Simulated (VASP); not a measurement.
# SbBr2 (Pnnm) in VASP: single point with PBE

Aim: the single point of SbBr2 with PBE.

All numbers are computed with VASP 6.6.1; they aren't measurements. Logs are shortened: lines on timing, memory, paths and dates and some standing lists are left out, and cuts for length are marked.

### Step 1. The cell of the first run

The structure is orthorhombic, space group Pnnm (No. 58). Conventional cell: a = 6.691 Å, b = 6.982 Å, c = 4.412 Å, α = 90.00°, β = 90.00°, γ = 90.00°. Br (site symmetry m) has 3 Sb at 2.92 to 2.94 Å and 1 Br at 3.88 Å within 3.9 Å. Sb (site symmetry 2/m) has 6 Br at 2.92 to 2.94 Å within 3.8 Å.

### Step 2. Single point, PBE

POSCAR

```
SbBr2
1.0
    6.6907770000      0.0000000000      0.0000000000
    0.0000000000      6.9824320000      0.0000000000
    0.0000000000      0.0000000000      4.4124170000
Br Sb
4 2
Direct
    0.2750000000      0.3250000000      0.0000000000
    0.7250000000      0.6750000000      0.0000000000
    0.7750000000      0.1750000000      0.5000000000
    0.2250000000      0.8250000000      0.5000000000
    0.0000000000      0.0000000000      0.0000000000
    0.5000000000      0.5000000000      0.5000000000
```

INCAR.step1

```
  PREC = Accurate
  ENCUT = 520
  EDIFF = 1E-6
  ISMEAR = -1
  SIGMA = 0.1
  LREAL = F
  LASPH = T
  NELM = 80
  ALGO = Normal
  ISIF = 2
  LWAVE = F
  LCHARG = T
  GGA = PE
  NELECT = 36.0
  NBANDS = 28
```

KPOINTS.step1

```
Automatic mesh
0
Gamma
  4 4 6
```

INCAR.step2

```
  PREC = Accurate
  ENCUT = 520
  EDIFF = 1E-6
  ISMEAR = -5
  SIGMA = 0.1
  LREAL = F
  LASPH = T
  NELM = 80
  ALGO = Normal
  ISIF = 2
  LWAVE = F
  LCHARG = F
  GGA = PE
  LORBIT = 10
  NEDOS = 2001
  ICHARG = 11
  NELECT = 36.0
```

KPOINTS.step2

```
Automatic mesh
0
Gamma
  6 6 9
```

Potentials or basis: VASP PAW PBE potentials, release 64 (Br, Sb).

The run is started by

```sh
$ cat potpaw_PBE.64/Br/POTCAR potpaw_PBE.64/Sb/POTCAR > POTCAR
$ cp INCAR.step1 INCAR
$ cp KPOINTS.step1 KPOINTS
$ mpirun -np 1 vasp_std > vasp.out
$ cp INCAR.step2 INCAR
$ cp KPOINTS.step2 KPOINTS
$ mpirun -np 1 vasp_std > vasp.out
```

OUTCAR:

```text
PREC = Accurate
   ENCUT = 520
   EDIFF = 1E-6
   ISMEAR = -5
   LREAL = F
   LASPH = T
   NELM = 80
   ISIF = 2
   GGA = PE
   LORBIT = 10
   ICHARG = 11
   NELECT = 36.0

 ion  position               nearest neighbor table
   1  0.275  0.325  0.000-   5 2.92   6 2.94   6 2.94
   2  0.725  0.675  0.000-   5 2.92   6 2.94   6 2.94
   3  0.775  0.175  0.500-   6 2.92   5 2.94   5 2.94
   4  0.225  0.825  0.500-   6 2.92   5 2.94   5 2.94
   5  0.000  0.000  0.000-   1 2.92   2 2.92   3 2.94   4 2.94   3 2.94   4 2.94
   6  0.500  0.500  0.500-   3 2.92   4 2.92   1 2.94   2 2.94   1 2.94   2 2.94

  LATTYP: Found a simple orthorhombic cell.
 ALAT       =     4.4124170000
 B/A-ratio  =     1.5163519223
 C/A-ratio  =     1.5824506161

  Lattice vectors:

 A1 = (   0.0000000000,   0.0000000000,   4.4124170000)
 A2 = (   6.6907770000,   0.0000000000,   0.0000000000)
 A3 = (   0.0000000000,   6.9824320000,   0.0000000000)

Analysis of symmetry for initial positions (statically):
=====================================================================
 Subroutine PRICEL returns:
 Original cell was already a primitive cell.

 Routine SETGRP: Setting up the symmetry group for a
 simple orthorhombic supercell.

 Subroutine GETGRP returns: Found  8 space group operations
 (whereof  4 operations were pure point group operations)
 out of a pool of  8 trial point group operations.

The static configuration has the point symmetry C_2h.
 The point group associated with its full space group is D_2h.

Analysis of symmetry for dynamics (positions and initial velocities):
=====================================================================
 Subroutine PRICEL returns:
 Original cell was already a primitive cell.

 Routine SETGRP: Setting up the symmetry group for a
 simple orthorhombic supercell.

 Subroutine GETGRP returns: Found  8 space group operations
 (whereof  4 operations were pure point group operations)
 out of a pool of  8 trial point group operations.

The dynamic configuration has the point symmetry C_2h.
 The point group associated with its full space group is D_2h.

 Subroutine INISYM returns: Found  8 space group operations
 (whereof  4 operations are pure point group operations),
 and found     1 'primitive' translations

----------------------------------------------------------------------------------------

                                     Primitive cell

  volume of cell :     206.1388

  direct lattice vectors                    reciprocal lattice vectors
     6.690777000  0.000000000  0.000000000     0.149459472  0.000000000  0.000000000
     0.000000000  6.982432000  0.000000000     0.000000000  0.143216576  0.000000000
     0.000000000  0.000000000  4.412417000     0.000000000  0.000000000  0.226633158

  length of vectors
     6.690777000  6.982432000  4.412417000     0.149459472  0.143216576  0.226633158

  position of ions in fractional coordinates (direct lattice)
     0.275000000  0.325000000  0.000000000
     0.725000000  0.675000000  0.000000000
     0.775000000  0.175000000  0.500000000
     0.225000000  0.825000000  0.500000000
     0.000000000  0.000000000  0.000000000
     0.500000000  0.500000000  0.500000000

  ion indices of the primitive-cell ions
   primitive index   ion index
                 1           1
                 2           2
                 3           3
                 4           4
                 5           5
                 6           6

----------------------------------------------------------------------------------------

 KPOINTS: Automatic mesh

Automatic generation of k-mesh.
 Grid dimensions read from file:
 generate k-points for:    6    6    9

 Generating k-lattice:

  Cartesian coordinates                     Fractional coordinates (reciprocal lattice)
     0.024909912  0.000000000  0.000000000     0.166666667  0.000000000  0.000000000
     0.000000000  0.023869429  0.000000000     0.000000000  0.166666667  0.000000000
     0.000000000  0.000000000  0.025181462     0.000000000  0.000000000  0.111111111

  Length of vectors
     0.024909912  0.023869429  0.025181462

  Shift w.r.t. Gamma in fractional coordinates (k-lattice)
     0.000000000  0.000000000  0.000000000

 TETIRR: Found    972 inequivalent tetrahedra from     1944

 Subroutine IBZKPT returns following result:
 ===========================================

 Found     80 irreducible k-points:

 Following reciprocal coordinates:
            Coordinates               Weight
  0.000000  0.000000  0.000000      1.000000
  0.166667  0.000000  0.000000      2.000000
  0.333333  0.000000  0.000000      2.000000
  0.500000  0.000000  0.000000      1.000000
  0.000000  0.166667  0.000000      2.000000
  0.166667  0.166667  0.000000      4.000000
[... 16 lines left out ...]
  0.333333  0.166667  0.111111      8.000000
  0.500000  0.166667  0.111111      4.000000
 [... further k-points ...]
   k-points           NKPTS =     80   k-points in BZ     NKDIM =     80   number of bands    NBANDS=     22
   number of dos      NEDOS =   2001   number of ions     NIONS =      6
   total plane-waves  NPLWV =  97200
   dimension x,y,z NGX =    50 NGY =   54 NGZ =   36
   dimension x,y,z NGXF=   100 NGYF=  108 NGZF=   72
   ions per type =               4   2
   NGX,Y,Z   is equivalent  to a cutoff of  12.42, 12.86, 13.56 a.u.
   NGXF,Y,Z  is equivalent  to a cutoff of  24.85, 25.71, 27.13 a.u.
 SYSTEM =  unknown system
   PREC   = accura    normal or accurate (medium, high low for compatibility)
   ISTART =      0    job   : 0-new  1-cont  2-samecut
   ICHARG =     11    charge: 1-file 2-atom 10-const
   ISPIN  =      1    spin polarized calculation?
   LNONCOLLINEAR =      F non collinear calculations
   LSORBIT =      F    spin-orbit coupling
   LASPH  =      T    aspherical Exc in radial PAW
   ENCUT  =  520.0 eV  38.22 Ry    6.18 a.u.  12.44 12.98  8.20*2*pi/ulx,y,z
   NELM   =     80;   NELMIN=  2; NELMDL=  0     # of ELM steps
   EDIFF  = 0.1E-05   stopping-criterion for ELM
   LREAL  =      F    real-space projection
   EDIFFG = 0.1E-04   stopping-criterion for IOM
   NSW    =      0    number of steps for IOM
   IBRION =     -1    ionic relax: 0-MD 1-quasi-New 2-CG
   NFREE  =      0    steps in history (QN), initial steepest desc. (CG)
   ISIF   =      2    stress and relaxation
   ISYM   =      2    0-nonsym 1-usesym 2-fastsym
   POTIM  = 0.5000    time-step for ionic-motion
   TEBEG  =    0.0;   TEEND  =   0.0 temperature during run
   PSTRESS=    0.0 pullay stress
   NELECT =      36.0000    total number of electrons
   NUPDOWN=      -1.0000    fix difference up-down
   EMIN   =  10.00;   EMAX   =-10.00  energy-range for DOS
   EFERMI =   0.00;   METHOD = LEGACY
   ISMEAR =    -5;   SIGMA  =   0.10  broadening in eV -4-tet -1-fermi 0-gaus
   EFERMI_NEDOS =   21; number of points for ismear=-14 and -15
   IALGO  =     38    algorithm
   IMIX   =      4    mixing-type and parameters
     AMIX     =   0.40;   BMIX     =  1.00
     AMIX_MAG =   1.60;   BMIX_MAG =  1.00
  volume/ion in A,a.u.               =      34.36       231.85
  Fermi-wavevector in a.u.,A,eV,Ry     =   0.915073  1.729237 11.392954  0.837359
  Thomas-Fermi vector in A             =   2.039773
   LORBIT       =     10    0 simple, 1 ext, 2 COOP (PROOUT), +10 PAW based schemes
   GGA     = PE    functional components
   LHFCALC =     F    Hartree Fock is set to
   AEXX    =    0.0000 exact exchange contribution
   IVDW    =     0    specifies the selected vdW correction
   LEPSILON=     F    determine dielectric tensor
   LRPA    =     F    only Hartree local field effects (RPA)
 non-spin polarized calculation
 Fermi weights with tetrahedron method with Bloechl corrections
  energy-cutoff  :      520.00
  volume of cell :      206.14
 maximum number of plane-waves:      5588
 NGX is ok and might be reduce to    50

 number of electron      36.0000009 magnetization

 Free energy of the ion-electron system (eV)
  ---------------------------------------------------
  ext. energy  EPLUGINS =         0.00000000
  ---------------------------------------------------
  free energy    TOTEN  =       -21.97480165 eV

  energy without entropy =      -21.97480165  energy(sigma->0) =      -21.97480165

 E-fermi :   0.8910     XC(G=0):  -7.8230

 val. band max:        0.8834651956   @ k =   0.0000   0.0000   0.2222
 cond. band min:       2.0514875570   @ k =   0.0000   0.0000   0.0000
 fundamental gap:      1.1680223614
 Fermi energy:         0.8909952003

 k-point     1 :       0.0000    0.0000    0.0000
  band No.  band energies     occupation
      1     -13.3258      2.00000
      2     -12.7246      2.00000
      3     -12.7241      2.00000
      4     -12.6513      2.00000
      5      -7.8750      2.00000
      6      -6.0832      2.00000
[... 14 lines left out ...]
     21       3.0237      0.00000
     22       4.5348      0.00000

 k-point     2 :       0.1667    0.0000    0.0000
  band No.  band energies     occupation
      1     -13.2950      2.00000
      2     -12.7953      2.00000
      3     -12.7147      2.00000
      4     -12.6310      2.00000
      5      -7.7764      2.00000
      6      -6.2481      2.00000
[... 14 lines left out ...]
     21       3.1266      0.00000
     22       4.3632      0.00000
[... 523 lines left out ...]
     21       3.4128      0.00000
     22       3.7664      0.00000

 k-point    24 :       0.5000    0.1667    0.1111
  band No.  band energies     occupation
      1     -13.0370      2.00000
      2     -13.0370      2.00000
      3     -12.6694      2.00000
      4     -12.6694      2.00000
      5      -7.1223      2.00000
      6      -7.1223      2.00000
[... 14 lines left out ...]
     21       3.5574      0.00000
     22       3.5574      0.00000

 [... further k-points ...]

------------------------ aborting loop because EDIFF is reached ----------------------------------------

  FORCE on cell =-STRESS in cart. coord.  units (eV):
  Direction    XX          YY          ZZ          XY          YZ          ZX
  --------------------------------------------------------------------------------------
  -------------------------------------------------------------------------------------
  Total      -18.6935749    -18.4264784    -19.0412393     -0.0000000      0.0000000      0.0000000
  in kB     -145.2924762   -143.2165162   -147.9946359     -0.0000000      0.0000000      0.0000000
  external PRESSURE =    -145.5012094 kB  Pullay stress =       0.0000000 kB

 VOLUME and BASIS-vectors are now :
 -----------------------------------------------------------------------------
  energy-cutoff  :      520.00
  volume of cell :      206.14
      direct lattice vectors                 reciprocal lattice vectors
     6.690777000  0.000000000  0.000000000     0.149459472  0.000000000  0.000000000
     0.000000000  6.982432000  0.000000000     0.000000000  0.143216576  0.000000000
     0.000000000  0.000000000  4.412417000     0.000000000  0.000000000  0.226633158

 POSITION                                       TOTAL-FORCE (eV/Angst)
 -----------------------------------------------------------------------------------
      1.83996      2.26929      0.00000         0.132335      0.156434      0.000000
      4.85081      4.71314      0.00000        -0.132335     -0.156434     -0.000000
      5.18535      1.22193      2.20621         0.132335     -0.156434     -0.000000
      1.50542      5.76051      2.20621        -0.132335      0.156434      0.000000
      0.00000      0.00000      0.00000         0.000000      0.000000      0.000000
      3.34539      3.49122      2.20621         0.000000      0.000000      0.000000
 -----------------------------------------------------------------------------------
    total drift:                                0.000000      0.000000      0.000000

  FREE ENERGIE OF THE ION-ELECTRON SYSTEM (eV)
  ---------------------------------------------------
  free  energy   TOTEN  =       -21.9748016532 eV

  energy  without entropy=      -21.9748016532  energy(sigma->0) =      -21.97480165

 total charge

# of ion       s       p       d       tot
------------------------------------------
    1        1.619   3.093   0.012   4.724
    2        1.619   3.093   0.012   4.724
    3        1.619   3.093   0.012   4.724
    4        1.619   3.093   0.012   4.724
    5        1.350   0.648   0.042   2.039
    6        1.350   0.648   0.042   2.039
--------------------------------------------------
tot          9.175  13.668   0.130  22.973
```

It took 5.3 min on 1 thread of Intel Xeon Platinum 8488C (Sapphire Rapids), shared host; peak memory 0.5 GiB.

What came out:

* Valence electrons inside the program's atomic spheres: Br 4.72; Sb 2.04

Levels at points of the mesh, in eV from the Fermi level:
```tsv
k point	band 15	band 16	band 17	band 18	band 19	band 20	band 21	band 22
(0.00, 0.00, 0.00)	-0.70	-0.66	-0.33	-0.29	1.16	1.27	2.13	3.64
(0.50, 0.00, 0.00)	-1.04	-1.04	-0.58	-0.58	2.00	2.00	2.92	2.94
(0.00, 0.50, 0.00)	-1.10	-1.10	-0.55	-0.55	2.04	2.04	2.92	2.92
(0.50, 0.50, 0.00)	-1.02	-1.02	-0.83	-0.83	1.90	1.90	3.04	3.04
```

Caveat: the cell carries a net charge on a neutralising background, which shifts energy and pressure; the cell is charged against a uniform background, so pressure and absolute levels hang on convention; spin-orbit coupling is left out, which moves the levels of the heavy elements.
